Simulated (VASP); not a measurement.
# LiF (C2) in VASP: single point with PBEsol

Aim: the single point of LiF with PBEsol.

Everything below comes from runs of VASP 6.6.1. Logs are shortened: lines on timing, memory, paths and dates and some standing lists are left out, and cuts for length are marked.

## 1. The cell of the first run

Symmetry: C2, No. 5, monoclinic system. Conventional cell: a = 4.773 Å, b = 2.936 Å, c = 2.823 Å, α = 90.00°, β = 123.24°, γ = 90.00°. Within 2.5 Å of Li (site symmetry 2) lie 6 F at 1.89 to 2.19 Å. F (site symmetry 2) has 6 Li at 1.89 to 2.19 Å within 2.5 Å.

## 2. Single point, PBEsol (strained and its atoms moved)

Contents of INCAR:

```
PREC = Accurate
ENCUT = 520
EDIFF = 1E-6
ISMEAR = 0
SIGMA = 0.02
LREAL = False
LASPH = True
NELM = 60
ALGO = Normal
ISIF = 2
LWAVE = False
LCHARG = True
GGA = PS
LELF = True
LVHAR = True
NBANDS = 12
```

Contents of KPOINTS:

```
Automatic mesh
0
Gamma
  10 10 10
```

Contents of POSCAR:

```
LiF
1.0
   -0.0768139600      1.9993582200      1.9616360000
    1.9993582200     -0.0768139600      1.9616360000
    1.9956121800      1.9956121800     -0.0730679200
Li F
1 1
Direct
    0.0351095721     -0.0351095721      0.0000000000
    0.4648904279      0.5351095721      0.5000000000
```

Potentials or basis: VASP PAW PBE potentials, release 64 (Li_sv, F).

The run is started by

```
cat potpaw_PBE.64/Li_sv/POTCAR potpaw_PBE.64/F/POTCAR > POTCAR
mpirun -np 1 vasp_std > vasp.out
```

OUTCAR:

```text
PREC = Accurate
   ENCUT = 520
   EDIFF = 1E-6
   ISMEAR = 0
   LREAL = False
   LASPH = True
   NELM = 60
   ISIF = 2
   GGA = PS

 ion  position               nearest neighbor table
   1  0.035  0.965  0.000-   2 1.89   2 1.89   2 2.01   2 2.01   2 2.19   2 2.19
   2  0.465  0.535  0.500-   1 1.89   1 1.89   1 2.01   1 2.01   1 2.19   1 2.19

  LATTYP: Found a base centered monoclinic cell.
 ALAT       =     4.7733024259
 B/A-ratio  =     0.6151193854
 C/A-ratio  =     0.5914495399
 COS(beta)  =    -0.5481398065

  Lattice vectors:

 A1 = (   0.0768139600,  -1.9993582200,  -1.9616360000)
 A2 = (  -1.9993582200,   0.0768139600,  -1.9616360000)
 A3 = (   1.9956121800,   1.9956121800,  -0.0730679200)

Analysis of symmetry for initial positions (statically):
=====================================================================
 Subroutine PRICEL returns:
 Original cell was already a primitive cell.

 Routine SETGRP: Setting up the symmetry group for a
 base centered monoclinic supercell.

 Subroutine GETGRP returns: Found  2 space group operations
 (whereof  2 operations were pure point group operations)
 out of a pool of  4 trial point group operations.

The static configuration has the point symmetry C_2 .

Analysis of symmetry for dynamics (positions and initial velocities):
=====================================================================
 Subroutine PRICEL returns:
 Original cell was already a primitive cell.

 Routine SETGRP: Setting up the symmetry group for a
 base centered monoclinic supercell.

 Subroutine GETGRP returns: Found  2 space group operations
 (whereof  2 operations were pure point group operations)
 out of a pool of  4 trial point group operations.

The dynamic configuration has the point symmetry C_2 .

 Subroutine INISYM returns: Found  2 space group operations
 (whereof  2 operations are pure point group operations),
 and found     1 'primitive' translations

----------------------------------------------------------------------------------------

                                     Primitive cell

  volume of cell :      16.5467

  direct lattice vectors                    reciprocal lattice vectors
    -0.076813960  1.999358220  1.961636000    -0.236243764  0.245411857  0.250396591
     1.999358220 -0.076813960  1.961636000     0.245411857 -0.236243764  0.250396591
     1.995612180  1.995612180 -0.073067920     0.246133479  0.246133479 -0.241228498

  length of vectors
     2.802025959  2.802025959  2.823167524     0.422772455  0.422772455  0.423502735

  position of ions in fractional coordinates (direct lattice)
     0.035109572  0.964890428  0.000000000
     0.464890428  0.535109572  0.500000000

  ion indices of the primitive-cell ions
   primitive index   ion index
                 1           1
                 2           2

----------------------------------------------------------------------------------------

 KPOINTS: Automatic mesh

Automatic generation of k-mesh.
 Grid dimensions read from file:
 generate k-points for:   10   10   10

 Generating k-lattice:

  Cartesian coordinates                     Fractional coordinates (reciprocal lattice)
    -0.023624376  0.024541186  0.025039659     0.100000000  0.000000000 -0.000000000
     0.024541186 -0.023624376  0.025039659     0.000000000  0.100000000 -0.000000000
     0.024613348  0.024613348 -0.024122850     0.000000000  0.000000000  0.100000000

  Length of vectors
     0.042277245  0.042277245  0.042350274

  Shift w.r.t. Gamma in fractional coordinates (k-lattice)
     0.000000000  0.000000000  0.000000000

 Subroutine IBZKPT returns following result:
 ===========================================

 Found    282 irreducible k-points:

 Following reciprocal coordinates:
            Coordinates               Weight
  0.000000  0.000000  0.000000      1.000000
  0.100000 -0.000000 -0.000000      4.000000
  0.200000 -0.000000 -0.000000      4.000000
  0.300000  0.000000 -0.000000      4.000000
  0.400000 -0.000000  0.000000      4.000000
  0.500000  0.000000  0.000000      2.000000
[... 16 lines left out ...]
  0.300000  0.300000 -0.000000      2.000000
  0.400000  0.300000 -0.000000      4.000000
 [... further k-points ...]
   k-points           NKPTS =    282   k-points in BZ     NKDIM =    282   number of bands    NBANDS=     12
   number of dos      NEDOS =    301   number of ions     NIONS =      2
   total plane-waves  NPLWV =  13824
   dimension x,y,z NGX =    24 NGY =   24 NGZ =   24
   dimension x,y,z NGXF=    48 NGYF=   48 NGZF=   48
   ions per type =               1   1
   NGX,Y,Z   is equivalent  to a cutoff of  14.24, 14.24, 14.13 a.u.
   NGXF,Y,Z  is equivalent  to a cutoff of  28.48, 28.48, 28.27 a.u.
 SYSTEM =  unknown system
   PREC   = accura    normal or accurate (medium, high low for compatibility)
   ISTART =      0    job   : 0-new  1-cont  2-samecut
   ICHARG =      2    charge: 1-file 2-atom 10-const
   ISPIN  =      1    spin polarized calculation?
   LNONCOLLINEAR =      F non collinear calculations
   LSORBIT =      F    spin-orbit coupling
   LASPH  =      T    aspherical Exc in radial PAW
   ENCUT  =  520.0 eV  38.22 Ry    6.18 a.u.   5.21  5.21  5.25*2*pi/ulx,y,z
   NELM   =     60;   NELMIN=  2; NELMDL= -5     # of ELM steps
   EDIFF  = 0.1E-05   stopping-criterion for ELM
   LREAL  =      F    real-space projection
   EDIFFG = 0.1E-04   stopping-criterion for IOM
   NSW    =      0    number of steps for IOM
   IBRION =     -1    ionic relax: 0-MD 1-quasi-New 2-CG
   NFREE  =      0    steps in history (QN), initial steepest desc. (CG)
   ISIF   =      2    stress and relaxation
   ISYM   =      2    0-nonsym 1-usesym 2-fastsym
   POTIM  = 0.5000    time-step for ionic-motion
   TEBEG  =    0.0;   TEEND  =   0.0 temperature during run
   PSTRESS=    0.0 pullay stress
   NELECT =      10.0000    total number of electrons
   NUPDOWN=      -1.0000    fix difference up-down
   EMIN   =  10.00;   EMAX   =-10.00  energy-range for DOS
   EFERMI =   0.00;   METHOD = LEGACY
   ISMEAR =     0;   SIGMA  =   0.02  broadening in eV -4-tet -1-fermi 0-gaus
   EFERMI_NEDOS =   21; number of points for ismear=-14 and -15
   IALGO  =     38    algorithm
   IMIX   =      4    mixing-type and parameters
     AMIX     =   0.40;   BMIX     =  1.00
     AMIX_MAG =   1.60;   BMIX_MAG =  1.00
  volume/ion in A,a.u.               =       8.27        55.83
  Fermi-wavevector in a.u.,A,eV,Ry     =   1.384112  2.615592 26.065567  1.915765
  Thomas-Fermi vector in A             =   2.508646
   LORBIT       =      0    0 simple, 1 ext, 2 COOP (PROOUT), +10 PAW based schemes
   GGA     = PS    functional components
   LHFCALC =     F    Hartree Fock is set to
   AEXX    =    0.0000 exact exchange contribution
   IVDW    =     0    specifies the selected vdW correction
   LEPSILON=     F    determine dielectric tensor
   LRPA    =     F    only Hartree local field effects (RPA)
 non-spin polarized calculation
 Gauss-broadening in eV      SIGMA  =   0.02
  energy-cutoff  :      520.00
  volume of cell :       16.55
 maximum number of plane-waves:       459
 NGX is ok and might be reduce to    24
   NGX = 11   NGY = 11   NGZ = 11

 number of electron      10.0000003 magnetization

 Free energy of the ion-electron system (eV)
  ---------------------------------------------------
  ext. energy  EPLUGINS =         0.00000000
  ---------------------------------------------------
  free energy    TOTEN  =        -9.80706696 eV

  energy without entropy =       -9.80706696  energy(sigma->0) =       -9.80706696

 E-fermi :  -0.8827     XC(G=0): -10.1203

 val. band max:       -1.0421423242   @ k =   0.0000   0.0000   0.0000
 cond. band min:       7.5533376328   @ k =   0.0000   0.0000   0.0000
 fundamental gap:      8.5954799569
 Fermi energy:        -0.8826999030

 k-point     1 :       0.0000    0.0000    0.0000
  band No.  band energies     occupation
      1     -41.3982      2.00000
      2     -21.0208      2.00000
      3      -1.3107      2.00000
      4      -1.2539      2.00000
      5      -1.0421      2.00000
      6       7.5533      0.00000
      7      21.1119      0.00000
      8      21.2487      0.00000
      9      22.5221      0.00000
     10      23.0882      0.00000
     11      23.8768      0.00000
     12      24.5822      0.00000

 k-point     2 :       0.1000   -0.0000   -0.0000
  band No.  band energies     occupation
      1     -41.3926      2.00000
      2     -20.9850      2.00000
      3      -1.5390      2.00000
      4      -1.3083      2.00000
      5      -1.0895      2.00000
      6       7.8471      0.00000
      7      19.2778      0.00000
      8      20.8100      0.00000
      9      21.5786      0.00000
     10      23.7077      0.00000
     11      24.3451      0.00000
     12      24.9422      0.00000

 k-point     3 :       0.2000   -0.0000   -0.0000
  band No.  band energies     occupation
      1     -41.3779      2.00000
      2     -20.8887      2.00000
      3      -2.2171      2.00000
      4      -1.3525      2.00000
      5      -1.1635      2.00000
      6       8.5152      0.00000
      7      17.0448      0.00000
      8      19.6768      0.00000
      9      20.2836      0.00000
     10      24.5782      0.00000
     11      25.2092      0.00000
     12      26.2416      0.00000

 k-point     4 :       0.3000    0.0000   -0.0000
  band No.  band energies     occupation
      1     -41.3598      2.00000
      2     -20.7647      2.00000
      3      -2.9754      2.00000
      4      -1.4043      2.00000
      5      -1.2414      2.00000
      6       9.1276      0.00000
      7      15.5999      0.00000
      8      18.5759      0.00000
      9      19.1549      0.00000
     10      25.9897      0.00000
     11      26.5608      0.00000
     12      27.8301      0.00000

 k-point     5 :       0.4000   -0.0000    0.0000
  band No.  band energies     occupation
      1     -41.3450      2.00000
      2     -20.6600      2.00000
      3      -3.5400      2.00000
      4      -1.4462      2.00000
      5      -1.2996      2.00000
      6       9.4079      0.00000
      7      14.9942      0.00000
      8      17.8489      0.00000
      9      18.4252      0.00000
     10      27.6443      0.00000
     11      28.0754      0.00000
     12      29.4136      0.00000
[... 228 lines left out ...]
      1     -41.3406      2.00000
      2     -20.5958      2.00000
      3      -3.1680      2.00000
      4      -2.3569      2.00000
      5      -1.4216      2.00000
      6      10.4092      0.00000
      7      14.4426      0.00000
      8      18.0855      0.00000
      9      18.4364      0.00000
     10      27.0123      0.00000
     11      28.0613      0.00000
     12      28.3429      0.00000

 k-point    22 :      -0.2000    0.2000    0.0000
  band No.  band energies     occupation
      1     -41.3548      2.00000
      2     -20.7121      2.00000
      3      -2.7364      2.00000
      4      -2.1136      2.00000
      5      -1.2883      2.00000
      6       9.7319      0.00000
      7      15.1772      0.00000
      8      18.4674      0.00000
      9      18.9418      0.00000
     10      26.1185      0.00000
     11      26.6923      0.00000
     12      28.7492      0.00000

 k-point    23 :       0.3000    0.3000   -0.0000
  band No.  band energies     occupation
      1     -41.3441      2.00000
      2     -20.6045      2.00000
      3      -3.1126      2.00000
      4      -1.9547      2.00000
      5      -1.7782      2.00000
      6      10.8156      0.00000
      7      15.6118      0.00000
      8      17.5599      0.00000
      9      19.3198      0.00000
     10      19.6410      0.00000
     11      31.5129      0.00000
     12      32.2359      0.00000

 k-point    24 :       0.4000    0.3000   -0.0000
  band No.  band energies     occupation
      1     -41.3327      2.00000
      2     -20.4970      2.00000
      3      -3.5271      2.00000
      4      -2.1516      2.00000
      5      -1.8751      2.00000
      6      11.6547      0.00000
      7      14.6605      0.00000
      8      17.1077      0.00000
      9      19.0616      0.00000
     10      20.2091      0.00000
     11      31.6951      0.00000
     12      32.9584      0.00000

 [... further k-points ...]

------------------------ aborting loop because EDIFF is reached ----------------------------------------

  FORCE on cell =-STRESS in cart. coord.  units (eV):
  Direction    XX          YY          ZZ          XY          YZ          ZX
  --------------------------------------------------------------------------------------
  -------------------------------------------------------------------------------------
  Total        0.0055156      0.0055156     -0.1712469      0.2357643      0.2044775      0.2044775
  in kB        0.5340585      0.5340585    -16.5814428     22.8285048     19.7990757     19.7990756
  external PRESSURE =      -5.1711086 kB  Pullay stress =       0.0000000 kB

 VOLUME and BASIS-vectors are now :
 -----------------------------------------------------------------------------
  energy-cutoff  :      520.00
  volume of cell :       16.55
      direct lattice vectors                 reciprocal lattice vectors
    -0.076813960  1.999358220  1.961636000    -0.236243764  0.245411857  0.250396591
     1.999358220 -0.076813960  1.961636000     0.245411857 -0.236243764  0.250396591
     1.995612180  1.995612180 -0.073067920     0.246133479  0.246133479 -0.241228498

 POSITION                                       TOTAL-FORCE (eV/Angst)
 -----------------------------------------------------------------------------------
      1.92646     -0.00392      1.96164         0.219712     -0.219712      0.000000
      2.03197      1.88618      1.92510        -0.219712      0.219712     -0.000000
 -----------------------------------------------------------------------------------
    total drift:                               -0.000279      0.000279      0.000000

  FREE ENERGIE OF THE ION-ELECTRON SYSTEM (eV)
  ---------------------------------------------------
  free  energy   TOTEN  =        -9.8070669601 eV

  energy  without entropy=       -9.8070669601  energy(sigma->0) =       -9.80706696
```

It took 25 s on 1 thread of Intel Xeon Platinum 8375C at 2.90GHz (Ice Lake), shared host; peak memory 0.16 GiB.

What came out:

| Quantity | Value |
| --- | --- |
| Free energy | -9.8071 eV |
| Largest force | 0.311 eV/Å |
| Band gap on the k mesh | 8.60 eV |

Forces in eV/Å, atoms in the order of the input:
```
Li   0.220 -0.220  0.000
F   -0.220  0.220  0.000
```

Caveat: the cell differs from its parent crystal (strained and its atoms moved); the cutoff is under 1.25 times the usual one of these potentials, so pressure, stress and relaxed cells hold a basis-set (Pulay) error; the PAW data sets were made with another functional, which shifts forces and pressure a little.
